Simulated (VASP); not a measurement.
A run of VASP 6.6.1 is set up as follows.

The input INCAR:

```
ALGO = Normal ; EDIFF = 1E-6
ENCUT = 520 ; GGA = PE
ISIF = 2 ; ISMEAR = 0
LASPH = T ; LCHARG = T
LELF = T ; LREAL = F
LVHAR = T ; LWAVE = F
NBANDS = 25 ; NELM = 60
PREC = Accurate ; SIGMA = 0.1
```

The input KPOINTS:

```
k-points
0
Gamma
  10 10 6
```

The input POSCAR:

```
LaAl2N3
1.0
    3.7286062209      0.0000000000      0.0000000000
    0.0000000000      3.7286062209      0.0000000000
    0.0000000000      0.0000000000      7.7780229280
La Al N
1 2 3
Direct
    0.5000000000      0.5000000000      0.3470668073
    0.5000000000      0.5000000000      0.7244433056
    0.0000000000      0.0000000000      0.6031082647
    0.5000000000      0.0000000000      0.6696267038
    0.0000000000      0.5000000000      0.6696267038
    0.0000000000      0.0000000000      0.3447836046
```

Potentials or basis: VASP PAW PBE potentials, release 64 (La, Al, N).

The run is started by

```console
$ cat potpaw_PBE.64/La/POTCAR potpaw_PBE.64/Al/POTCAR potpaw_PBE.64/N/POTCAR > POTCAR
$ mpirun -np 1 vasp_std > vasp.out
```

Task: What does it give for the largest force?

Result: 0.009 eV/Å.

Task: What does it give for the pressure?

Result: -0.1 GPa.

Task: What does it give for the band gap on the k mesh?

Result: Zero (band 16 reaches 5.10 eV, above the bottom of band 17 at 5.03 eV).

Stress tensor (GPa, compression positive):
```
-0.17  0.00  0.00
 0.00 -0.17  0.00
 0.00  0.00 -0.07
```

Caveat: spin-orbit coupling is left out, which moves the levels of the heavy elements.
